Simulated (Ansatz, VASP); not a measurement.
One calculation of B4C3, two programs

```
B C
1.0
     3.63300    0.00000    0.00000
     0.00000    3.63300    0.00000
     0.00000    0.00000    3.63300
B C
4 3
Direct
  0.24569 0.24569 0.75431
  0.75431 0.75431 0.75431
  0.24569 0.75431 0.24569
  0.75431 0.24569 0.24569
  0.00000 0.00000 0.50000
  0.50000 0.00000 0.00000
  0.00000 0.50000 0.00000
```

Alike in both runs: task single point; functional PBE; k mesh 6 × 6 × 6; occupations gaussian, width 0.1 eV; collinear spin.

```csv
,VASP,Ansatz
version,VASP 6.6.1,Ansatz 0.2.0
potentials or method,"VASP PAW PBE potentials, release 64 (B, C), cutoff 520 eV","scalar-relativistic, plane waves, PAW"
valence electrons in the cell,24,24
```

VASP gave:

* gap on the k mesh at the Fermi level (eV): none
* pressure (GPa): 24.6
* rms of the force components (eV/Å): 0.869
* net moment per atom (μB): 0.00

Problem. Estimate Ansatz's values.

Solution. gap on the k mesh at the Fermi level (eV): none; pressure (GPa): 24.3; rms of the force components (eV/Å): 0.877; net moment per atom (μB): 0.00.

Atom by atom the forces differ by 0.007 eV/Å (rms over components). A gap of «none» marks a metal or a gap that the smearing closes. Ansatz's warnings: seeded moment not kept.
